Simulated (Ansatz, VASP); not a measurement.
InGaBN3: VASP beside Ansatz

```
CELL_PARAMETERS angstrom
-4.54042 -4.58028 -0.04339
-0.01746 4.64113 4.41242
-4.51117 4.50763 -4.26145
ATOMIC_POSITIONS crystal
B 0.51760 0.10934 0.02299
B 0.05738 0.96131 0.04101
B 0.66529 0.33575 0.32515
B 0.33799 0.65336 0.66846
N 0.30444 0.11542 0.96166
N 0.71771 0.19062 0.89934
N 0.65683 0.31018 0.52387
N 0.15224 0.33483 0.59295
N 0.51679 0.47168 0.25285
N 0.97495 0.48093 0.26894
N 0.34258 0.62556 0.86445
N 0.87510 0.75361 0.94516
N 0.61177 0.80335 0.59437
N 0.20174 0.78446 0.58833
N 0.52665 0.07101 0.22296
N 0.03023 0.00110 0.23025
Ga 0.79813 0.14850 0.66334
Ga 0.17262 0.32536 0.34037
Ga 0.52633 0.53578 0.00241
Ga 0.18586 0.82619 0.33567
In 0.32695 0.14336 0.68323
In 0.01778 0.49882 0.99578
In 0.82922 0.64822 0.66321
In 0.66593 0.84559 0.31677
```

Alike in both runs: functional PBE; k mesh 3 × 3 × 3; occupations gaussian, width 0.1 eV; no spin polarisation.

Ansatz relaxed the structure, and its values are those at the end. VASP's run is a single point on that final structure, the one shown.

```csv
,VASP,Ansatz
version,VASP 6.6.1,Ansatz 0.2.0
potentials or method,"VASP PAW PBE potentials, release 64 (B, N, Ga_d, In_d), cutoff 520 eV","scalar-relativistic, plane waves, PAW"
valence electrons in the cell,176,176
```

```csv
,VASP,Ansatz,Ansatz less VASP
gap on the k mesh at the Fermi level (eV),0.95,0.95,+0.002
least direct gap on the mesh (eV),0.98,0.98,+0.002
pressure (GPa),0.2,0.1,-0.13
rms of the force components (eV/Å),0.016,0.013,-0.0029
```

With one functional, cell and mesh, what is left measures potentials, basis and numerics.
